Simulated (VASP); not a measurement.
Crystal: CdSe.

```xyz
2
Lattice="0.0000 3.0984 3.0984 3.0984 0.0000 3.0984 3.0984 3.0984 0.0000" Properties=species:S:1:pos:R:3 pbc="T T T"
Cd    0.1942    0.0011   -0.1137
Se    4.4535    4.6465    4.7613
```

This cell differs from its parent crystal: atom 1 moved 0.45 Å.

- Program: VASP 6.6.1
- Task: relaxation of cell and atoms
- Functional: PBE
- Potentials or basis: VASP PAW PBE potentials, release 64 (Cd, Se)
- Cutoff: 600 eV
- k mesh: 8 × 8 × 8
- Occupations: gaussian, width 0.05 eV
- Spin: no spin polarisation

At the start: pressure 3.9 GPa; volume 29.75 Å³/atom.

Problem. How do energy, volume and symmetry change on relaxing?

Solution. Over 19 steps the energy falls by 235.3 meV/atom and the volume is 29.86 Å³/atom (+0.4 %); space group F-43m (No. 216, to 0.05 Å).

Step by step:
```tsv
step	energy change (eV)	largest force (eV/Å)	pressure (GPa)	volume (Å³)
1	0.0000	2.7509	3.87	59.49
2	-0.2378	0.6189	-2.80	65.49
3	-0.3175	0.6689	-1.81	62.81
4	-0.3177	0.6757	-1.76	62.74
5	-0.3880	0.5106	-0.66	60.39
6	-0.4123	0.3390	1.01	58.13
7	-0.4387	0.1090	0.70	58.62
8	-0.4405	0.1107	0.65	58.77
9	-0.4587	0.1205	-0.36	60.14
10	-0.4603	0.1452	-0.73	60.72
11	-0.4676	0.1315	-0.06	59.82
12	-0.4678	0.1358	0.10	59.63
13	-0.4699	0.0491	0.10	59.60
14	-0.4700	0.0412	0.11	59.60
15	-0.4704	0.0077	-0.06	59.82
16	-0.4704	0.0056	-0.08	59.85
17	-0.4706	0.0104	-0.01	59.75
18	-0.4706	0.0126	0.01	59.73
19	-0.4706	0.0068	0.01	59.73
```

Final structure:
```yaml
crystal:
  lattice:
    - [-0.00206, 3.10392, 3.10538]
    - [3.10150, 0.00324, 3.10391]
    - [3.09616, 3.10705, 0.00157]
  atoms:
    - { symbol: Cd, position: [0.99985, 0.00009, 0.99979] }
    - { symbol: Se, position: [0.75015, 0.74991, 0.75021] }
```

Caveat: the cell differs from its parent crystal (atom 1 moved 0.45 Å).
